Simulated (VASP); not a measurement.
Runs of VASP 6.6.1 on Ca. The structure is that of space group Fm-3m (No. 225), or close to it. The cells are those of the table. 

| task | cell | k mesh for the DOS | occupations for the DOS | gap on the mesh (eV) | pressure (GPa) |
| --- | --- | --- | --- | --- | --- |
| single point | a = 3.744 Å, angles 60.0°, 1 atom | - | - | none | 2.7 |
| single point | a = 3.827 Å, angles 60.0°, 1 atom | - | - | none | 1.2 |
| single point | a = 3.945 Å, angles 60.0°, 1 atom | - | - | none | (a) |
| single point | a = 3.983 Å, angles 60.0°, 1 atom | - | - | none | -0.9 |

Alike in all rows: level PBE; potentials or basis VASP PAW PBE potentials, release 64 (Ca_sv); no spin polarisation; k mesh 14 × 14 × 14; cutoff (eV) 520; smearing gaussian 0.1 eV.

Task: Fill in the values left out.

Result: (a) -0.5.

A gap of «none» marks levels without a gap at the run's occupations.
